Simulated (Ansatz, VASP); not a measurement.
One calculation of C, two programs

The input POSCAR:

```
C
1.0
    5.7845814558      0.0000000000      0.0000000000
   -2.8922907279      5.0095944909      0.0000000000
    0.0000000000      0.0000000000      1.2412582629
C
3
Direct
    0.0000000000      1.0000000000      0.0000000000
    0.3333333333      0.6666666667      0.5000000000
    0.6666666667      0.3333333333      0.5000000000
```

Contents of INCAR.step1:

```
SYSTEM = C
ALGO = Normal ; EDIFF = 1E-4
ENCUT = 520 ; GGA = PE
ISMEAR = -1 ; LASPH = .TRUE.
LCHARG = .FALSE. ; LREAL = .FALSE.
LWAVE = .TRUE. ; NBANDS = 13
NELM = 80 ; PREC = Accurate
SIGMA = 0.1
```

Contents of INCAR.step2:

```
SYSTEM = C
ALGO = Normal ; EDIFF = 1E-6
ENCUT = 520 ; ISIF = 2
ISMEAR = -1 ; ISTART = 1
LASPH = .TRUE. ; LCHARG = .FALSE.
LMIXTAU = .TRUE. ; LREAL = .FALSE.
LWAVE = .FALSE. ; METAGGA = R2SCAN
NBANDS = 13 ; NELM = 80
PREC = Accurate ; SIGMA = 0.1
```

The input KPOINTS:

```
k-points
0
G
  7 7 27
  0 0 0
```

Input for Ansatz:

```yaml
crystal:
  lattice:
    - [5.7845814558, 0.0, 0.0]
    - [-2.8922907279, 5.0095944909, 0.0]
    - [0.0, 0.0, 1.2412582629]
  atoms:
    - { symbol: C, position: [0.0, 1.0, 0.0] }
    - { symbol: C, position: [0.3333333333, 0.6666666667, 0.5] }
    - { symbol: C, position: [0.6666666667, 0.3333333333, 0.5] }
hamiltonian:
  xc: r2scan
  pseudopotentials:
    kind: paw
    azcp:
      C: "pseudopotentials/C.paw.azcp"
basis:
  ecutwfc: 500
  fft_grid_basis: typed
kpoints:
  mp_grid: { grid: [7, 7, 27], shift: [0, 0, 0] }
magnetization:
  spin_polarized: false
scf:
  occupations: { method: fermi_dirac, width: 0.1 }
  lower_state_search: "off"
output:
  stress: true
```

Alike in both runs: task single point; functional r2SCAN; k mesh 7 × 7 × 27; occupations fermi-dirac, width 0.1 eV; no spin polarisation.

|  | VASP | Ansatz |
| --- | --- | --- |
| version | VASP 6.6.1 | Ansatz 0.2.0 |
| potentials or method | VASP PAW PBE potentials, release 64 (C), cutoff 520 eV | plane waves (500 eV) with PAW, scalar-relativistic |
| valence electrons in the cell | 12 | 12 |

VASP gave:

```
pressure (GPa)                                                : 17.5
traceless stress, the component that is largest in VASP (GPa) : 30.48
```

Q: What did Ansatz give for the same quantities?

A: Pressure (GPa): 17.6; traceless stress, the component that is largest in VASP (GPa): 30.52.

VASP's potentials were made for PBE, not for r2SCAN. With one functional, cell and mesh, what is left measures potentials, basis and numerics.
